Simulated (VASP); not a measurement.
# Si2Mo (I4/mmm) in VASP: relaxation of cell and atoms with PBE

Aim: the relaxation of cell and atoms of Si2Mo with PBE.

All numbers are computed with VASP 6.6.1; they aren't measurements. Logs are shortened: lines on timing, memory, paths and dates and some standing lists are left out, and cuts for length are marked.

## Step 1: The cell of the first run

It takes space group I4/mmm (No. 139, tetragonal). The conventional cell has a = 3.217 Å, b = 3.217 Å, c = 7.872 Å, α = 90.00°, β = 90.00°, γ = 90.00°. Si (site symmetry 4mm) has 9 Si at 2.59 to 3.22 Å and 5 Mo at 2.62 to 2.64 Å within 3.4 Å. Mo (site symmetry 4/mmm) has 10 Si at 2.62 to 2.64 Å and 4 Mo at 3.22 Å within 3.5 Å.

## Step 2: Relaxation of cell and atoms, PBE

INCAR

```
ALGO = Normal ; EDIFF = 1E-7
EDIFFG = -0.02 ; ENCUT = 600
GGA = PE ; IBRION = 2
ISIF = 3 ; ISMEAR = 0
LASPH = T ; LCHARG = F
LREAL = F ; LWAVE = F
NELM = 100 ; NSW = 70
PREC = Accurate ; SIGMA = 0.1
```

KPOINTS

```
k-points
0
Gamma
  20 20 20
```

POSCAR

```
Si2Mo
1.0
   -1.6085980411      1.6085980411      3.9358951794
    1.6085980411     -1.6085980411      3.9358951794
    1.6085980411      1.6085980411     -3.9358951794
Si Mo
2 1
Direct
    0.6647805035      0.6647805035      0.0000000000
    0.3352194965      0.3352194965      0.0000000000
    0.0000000000      0.0000000000      0.0000000000
```

Potentials or basis: VASP PAW PBE potentials, release 64 (Si, Mo_sv).

Run with:

```bash
cat potpaw_PBE.64/Si/POTCAR potpaw_PBE.64/Mo_sv/POTCAR > POTCAR
mpirun -np 1 vasp_std > vasp.out
```

OUTCAR:

```text
EDIFF = 1E-7
   EDIFFG = -0.02
   ENCUT = 600
   GGA = PE
   IBRION = 2
   ISIF = 3
   ISMEAR = 0
   LASPH = T
   LREAL = F
   NELM = 100
   NSW = 70
   PREC = Accurate

 ion  position               nearest neighbor table
   1  0.665  0.665  0.000-   2 2.59   3 2.62   3 2.62   3 2.62   3 2.62   3 2.64   2 2.64   2 2.64
                             2 2.64   2 2.64
   2  0.335  0.335  0.000-   1 2.59   3 2.62   3 2.62   3 2.62   3 2.62   3 2.64   1 2.64   1 2.64
                             1 2.64   1 2.64
   3  0.000  0.000  0.000-   1 2.62   1 2.62   1 2.62   2 2.62   1 2.62   2 2.62   2 2.62   2 2.62
                             1 2.64   2 2.64

  LATTYP: Found a body centered tetragonal cell.
 ALAT       =     3.2171960822
 C/A-ratio  =     2.4467860080

  Lattice vectors:

 A1 = (  -1.6085980411,   1.6085980411,   3.9358951794)
 A2 = (   1.6085980411,  -1.6085980411,   3.9358951794)
 A3 = (   1.6085980411,   1.6085980411,  -3.9358951794)

Analysis of symmetry for initial positions (statically):
=====================================================================
 Subroutine PRICEL returns:
 Original cell was already a primitive cell.

 Routine SETGRP: Setting up the symmetry group for a
 body centered tetragonal supercell.

 Subroutine GETGRP returns: Found 16 space group operations
 (whereof 16 operations were pure point group operations)
 out of a pool of 16 trial point group operations.

The static configuration has the point symmetry D_4h.

Analysis of symmetry for dynamics (positions and initial velocities):
=====================================================================
 Subroutine PRICEL returns:
 Original cell was already a primitive cell.

 Routine SETGRP: Setting up the symmetry group for a
 body centered tetragonal supercell.

 Subroutine GETGRP returns: Found 16 space group operations
 (whereof 16 operations were pure point group operations)
 out of a pool of 16 trial point group operations.

The dynamic configuration has the point symmetry D_4h.

 Subroutine INISYM returns: Found 16 space group operations
 (whereof 16 operations are pure point group operations),
 and found     1 'primitive' translations

----------------------------------------------------------------------------------------

                                     Primitive cell

  volume of cell :      40.7379

  direct lattice vectors                    reciprocal lattice vectors
    -1.608598041  1.608598041  3.935895179     0.000000000  0.310829671  0.127035903
     1.608598041 -1.608598041  3.935895179     0.310829671  0.000000000  0.127035903
     1.608598041  1.608598041 -3.935895179     0.310829671  0.310829671  0.000000000

  length of vectors
     4.546036315  4.546036315  4.546036315     0.335787440  0.335787440  0.439579536

  position of ions in fractional coordinates (direct lattice)
     0.664780503  0.664780503  0.000000000
     0.335219497  0.335219497  0.000000000
     0.000000000  0.000000000  0.000000000

  ion indices of the primitive-cell ions
   primitive index   ion index
                 1           1
                 2           2
                 3           3

----------------------------------------------------------------------------------------

 KPOINTS: k-points

Automatic generation of k-mesh.
 Grid dimensions read from file:
 generate k-points for:   20   20   20

 Generating k-lattice:

  Cartesian coordinates                     Fractional coordinates (reciprocal lattice)
     0.000000000  0.015541484  0.006351795     0.050000000  0.000000000  0.000000000
     0.015541484  0.000000000  0.006351795     0.000000000  0.050000000  0.000000000
     0.015541484  0.015541484  0.000000000     0.000000000  0.000000000  0.050000000

  Length of vectors
     0.016789372  0.016789372  0.021978977

  Shift w.r.t. Gamma in fractional coordinates (k-lattice)
     0.000000000  0.000000000  0.000000000

 Subroutine IBZKPT returns following result:
 ===========================================

 Found    641 irreducible k-points:

 Following reciprocal coordinates:
            Coordinates               Weight
  0.000000  0.000000  0.000000      1.000000
  0.050000  0.000000  0.000000      8.000000
  0.100000  0.000000  0.000000      8.000000
  0.150000  0.000000  0.000000      8.000000
  0.200000  0.000000  0.000000      8.000000
  0.250000 -0.000000  0.000000      8.000000
[... 16 lines left out ...]
 -0.400000  0.050000  0.000000     16.000000
 -0.350000  0.050000  0.000000     16.000000
 [... further k-points ...]
   k-points           NKPTS =    641   k-points in BZ     NKDIM =    641   number of bands    NBANDS=     15
   number of dos      NEDOS =    301   number of ions     NIONS =      3
   total plane-waves  NPLWV =  46656
   dimension x,y,z NGX =    36 NGY =   36 NGZ =   36
   dimension x,y,z NGXF=    72 NGYF=   72 NGZF=   72
   ions per type =               2   1
   NGX,Y,Z   is equivalent  to a cutoff of  13.16, 13.16, 13.16 a.u.
   NGXF,Y,Z  is equivalent  to a cutoff of  26.33, 26.33, 26.33 a.u.
 SYSTEM =  unknown system
   PREC   = accura    normal or accurate (medium, high low for compatibility)
   ISTART =      0    job   : 0-new  1-cont  2-samecut
   ICHARG =      2    charge: 1-file 2-atom 10-const
   ISPIN  =      1    spin polarized calculation?
   LNONCOLLINEAR =      F non collinear calculations
   LSORBIT =      F    spin-orbit coupling
   LASPH  =      T    aspherical Exc in radial PAW
   ENCUT  =  600.0 eV  44.10 Ry    6.64 a.u.   9.08  9.08  9.08*2*pi/ulx,y,z
   NELM   =    100;   NELMIN=  2; NELMDL= -5     # of ELM steps
   EDIFF  = 0.1E-06   stopping-criterion for ELM
   LREAL  =      F    real-space projection
   EDIFFG = -.2E-01   stopping-criterion for IOM
   NSW    =     70    number of steps for IOM
   IBRION =      2    ionic relax: 0-MD 1-quasi-New 2-CG
   NFREE  =      1    steps in history (QN), initial steepest desc. (CG)
   ISIF   =      3    stress and relaxation
   ISYM   =      2    0-nonsym 1-usesym 2-fastsym
   POTIM  = 0.5000    time-step for ionic-motion
   TEBEG  =    0.0;   TEEND  =   0.0 temperature during run
   PSTRESS=    0.0 pullay stress
   NELECT =      22.0000    total number of electrons
   NUPDOWN=      -1.0000    fix difference up-down
   EMIN   =  10.00;   EMAX   =-10.00  energy-range for DOS
   EFERMI =   0.00;   METHOD = LEGACY
   ISMEAR =     0;   SIGMA  =   0.10  broadening in eV -4-tet -1-fermi 0-gaus
   EFERMI_NEDOS =   21; number of points for ismear=-14 and -15
   IALGO  =     38    algorithm
   IMIX   =      4    mixing-type and parameters
     AMIX     =   0.40;   BMIX     =  1.00
     AMIX_MAG =   1.60;   BMIX_MAG =  1.00
  volume/ion in A,a.u.               =      13.58        91.64
  Fermi-wavevector in a.u.,A,eV,Ry     =   1.333162  2.519311 24.181912  1.777320
  Thomas-Fermi vector in A             =   2.462041
   LORBIT       =      0    0 simple, 1 ext, 2 COOP (PROOUT), +10 PAW based schemes
   GGA     = PE    functional components
   LHFCALC =     F    Hartree Fock is set to
   AEXX    =    0.0000 exact exchange contribution
   IVDW    =     0    specifies the selected vdW correction
   LEPSILON=     F    determine dielectric tensor
   LRPA    =     F    only Hartree local field effects (RPA)
 conjugate gradient relaxation of ions
 non-spin polarized calculation
 Gauss-broadening in eV      SIGMA  =   0.10
  energy-cutoff  :      600.00
  volume of cell :       40.74
 maximum number of plane-waves:      1384
   NGX = 19   NGY = 19   NGZ = 19

 number of electron      22.0000000 magnetization

 Free energy of the ion-electron system (eV)
  ---------------------------------------------------
  ext. energy  EPLUGINS =         0.00000000
  ---------------------------------------------------
  free energy    TOTEN  =       -23.26235553 eV

  energy without entropy =      -23.26127694  energy(sigma->0) =      -23.26181624

 E-fermi :  12.0665     XC(G=0): -12.3687

 val. band max:       12.0413835219   @ k =  -0.4500  -0.4500   0.3000
 cond. band min:      12.0758880361   @ k =  -0.4500   0.4500   0.3500
 fundamental gap:      0.0345045141
 Fermi energy:        12.0664754856

 k-point     1 :       0.0000    0.0000    0.0000
  band No.  band energies     occupation
      1     -48.6641      2.00000
      2     -22.8053      2.00000
      3     -22.7397      2.00000
      4     -22.7397      2.00000
      5      -1.2484      2.00000
      6       5.7611      2.00000
      7       8.6521      2.00000
      8       9.0799      2.00000
      9       9.4885      2.00000
     10       9.4885      2.00000
     11      12.4251      0.00000
     12      15.1455      0.00000
     13      15.3204      0.00000
     14      15.5331      0.00000
     15      15.5331      0.00000

 k-point     2 :       0.0500    0.0000    0.0000
  band No.  band energies     occupation
      1     -48.6637      2.00000
      2     -22.8048      2.00000
      3     -22.7457      2.00000
      4     -22.7391      2.00000
      5      -1.2033      2.00000
      6       5.7630      2.00000
      7       8.4787      2.00000
      8       9.0846      2.00000
      9       9.5186      2.00000
     10       9.5886      2.00000
     11      12.2783      0.00274
     12      14.9259      0.00000
     13      15.2681      0.00000
     14      15.4288      0.00000
     15      15.6906      0.00000
[... 365 lines left out ...]
      3     -22.7873      2.00000
      4     -22.7246      2.00000
      5       1.3253      2.00000
      6       3.9556      2.00000
      7       7.3025      2.00000
      8       7.6636      2.00000
      9       9.6316      2.00000
     10       9.7820      2.00000
     11      11.0896      2.00000
     12      14.0110      0.00000
     13      14.9010      0.00000
     14      15.7442      0.00000
     15      16.3953      0.00000

 k-point    24 :      -0.3500    0.0500    0.0000
  band No.  band energies     occupation
      1     -48.6500      2.00000
      2     -22.9317      2.00000
      3     -22.7892      2.00000
      4     -22.7271      2.00000
      5       0.7659      2.00000
      6       4.5585      2.00000
      7       7.1561      2.00000
      8       8.0316      2.00000
      9       9.7255      2.00000
     10       9.9273      2.00000
     11      10.8142      2.00000
     12      13.8133      0.00000
     13      14.6476      0.00000
     14      15.8572      0.00000
     15      16.3996      0.00000

 [... further k-points ...]

------------------------ aborting loop because EDIFF is reached ----------------------------------------

  FORCE on cell =-STRESS in cart. coord.  units (eV):
  Direction    XX          YY          ZZ          XY          YZ          ZX
  --------------------------------------------------------------------------------------
  -------------------------------------------------------------------------------------
  Total        0.0287389      0.0287389      0.0461928      0.0000000      0.0000000      0.0000000
  in kB        1.1302687      1.1302687      1.8167118      0.0000000      0.0000000      0.0000000
  external PRESSURE =       1.3590831 kB  Pullay stress =       0.0000000 kB

 VOLUME and BASIS-vectors are now :
 -----------------------------------------------------------------------------
  energy-cutoff  :      600.00
  volume of cell :       40.74
      direct lattice vectors                 reciprocal lattice vectors
    -1.608598041  1.608598041  3.935895179     0.000000000  0.310829671  0.127035903
     1.608598041 -1.608598041  3.935895179     0.310829671  0.000000000  0.127035903
     1.608598041  1.608598041 -3.935895179     0.310829671  0.310829671  0.000000000

 POSITION                                       TOTAL-FORCE (eV/Angst)
 -----------------------------------------------------------------------------------
      0.00000      0.00000      5.23301         0.000000      0.000000      0.019318
      0.00000      0.00000      2.63878         0.000000      0.000000     -0.019318
      0.00000      0.00000      0.00000        -0.000000     -0.000000     -0.000000
 -----------------------------------------------------------------------------------
    total drift:                                0.000000      0.000000     -0.000000

  FREE ENERGIE OF THE ION-ELECTRON SYSTEM (eV)
  ---------------------------------------------------
  free  energy   TOTEN  =       -23.2623555264 eV

  energy  without entropy=      -23.2612769450  energy(sigma->0) =      -23.26181624

 reached required accuracy - stopping structural energy minimisation
```

Wall time 5.1 min (1 thread of AMD EPYC 9R45 (Zen 5), shared host); peak memory 0.56 GiB.

Results:

* Free energy: -23.2624 eV
* Pressure after relaxing: 0.1 GPa
* Largest force after relaxing: 0.019 eV/Å
* Band gap on the k mesh: zero (bands 11 and 12 overlap by 0.94 eV)

Forces on the atoms (eV/Å):
```
Si   0.000  0.000  0.019
Si   0.000  0.000 -0.019
Mo   0.000  0.000  0.000
```

Final structure:
```
Si Mo
1.0
    -1.60860    1.60860    3.93590
     1.60860   -1.60860    3.93590
     1.60860    1.60860   -3.93590
Si Mo
2 1
Direct
  0.66478 0.66478 0.00000
  0.33522 0.33522 0.00000
  0.00000 0.00000 0.00000
```

Levels at points of the mesh, in eV from the Fermi level:
```csv
k point,band 7,band 8,band 9,band 10,band 11,band 12,band 13,band 14,band 15
"(0.00, 0.00, 0.00)",-3.41,-2.99,-2.58,-2.58,0.36,3.08,3.25,3.47,3.47
"(0.50, 0.00, 0.00)",-4.89,-4.45,-2.55,-2.52,-0.49,2.22,3.08,3.97,4.17
"(0.50, 0.50, 0.00)",-5.58,-5.20,-4.38,-2.99,-1.21,2.26,2.68,3.11,3.32
"(0.50, 0.50, 0.50)",-3.45,-2.14,-0.56,-0.56,-0.48,-0.48,0.49,4.70,4.99
```

Caveat: the relaxation stopped at its first step, so nothing moved.

The gap in the log of VASP goes by the Fermi energy; the results here count the filled bands.